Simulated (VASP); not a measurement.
TiO2:

```
Ti O
1.0
     2.87086    0.00000    0.00000
    -1.43543    2.48624    0.00000
     0.00000    0.00000    9.63680
Ti O
2 4
Direct
  0.33333 0.66667 0.62501
  0.66667 0.33333 0.12501
  0.66667 0.33333 0.74340
  0.33333 0.66667 0.24340
  0.00000 0.00000 0.00659
  0.00000 0.00000 0.50659
```

| Property | Result |
| --- | --- |
| Program | VASP 6.6.1 |
| Task | relaxation of cell and atoms |
| Functional | PBEsol |
| Potentials or basis | VASP PAW PBE potentials, release 64 (Ti_sv, O) |
| Cutoff | 600 eV |
| k mesh | 9 × 9 × 2 |
| Occupations | fermi-dirac, width 0.03 eV |
| Spin | no spin polarisation |

At the start: pressure -8.5 GPa; volume 11.46 Å³/atom.

Q: Where does the relaxation end?

A: Over 16 steps the energy falls by 172.7 meV/atom and the volume is 12.16 Å³/atom (+6.1 %); space group P6_3mc (No. 186, to 0.1 Å) before and after.

The path:
```tsv
step	energy change (eV)	largest force (eV/Å)	pressure (GPa)	volume (Å³)
1	0.0000	2.8390	-8.48	68.78
2	-0.5120	1.9889	25.96	62.67
3	-0.8484	0.1525	9.66	65.05
4	-0.9690	0.4415	-6.14	69.97
5	-1.0094	0.3538	-1.29	68.26
6	-1.0172	0.0814	1.05	68.10
7	-1.0186	0.0429	0.38	68.15
8	-1.0204	0.0423	0.30	68.35
9	-1.0249	0.0455	0.08	68.96
10	-1.0307	0.0614	-0.27	70.18
11	-1.0338	0.1322	-0.67	72.64
12	-1.0355	0.0762	-0.12	72.73
13	-1.0359	0.0702	0.29	72.80
14	-1.0363	0.0263	0.01	72.92
15	-1.0364	0.0221	-0.08	72.97
16	-1.0364	0.0087	-0.03	72.95
```

Final structure:
```
Ti O
1.0
     2.96339    0.00000    0.00000
    -1.48169    2.56637    0.00000
     0.00000    0.00000    9.59267
Ti O
2 4
Direct
  0.33333 0.66667 0.62496
  0.66667 0.33333 0.12496
  0.66667 0.33333 0.72510
  0.33333 0.66667 0.22510
  0.00000 0.00000 0.02494
  0.00000 0.00000 0.52494
```

Caveat: the PAW data sets were made with another functional, which shifts forces and pressure a little.
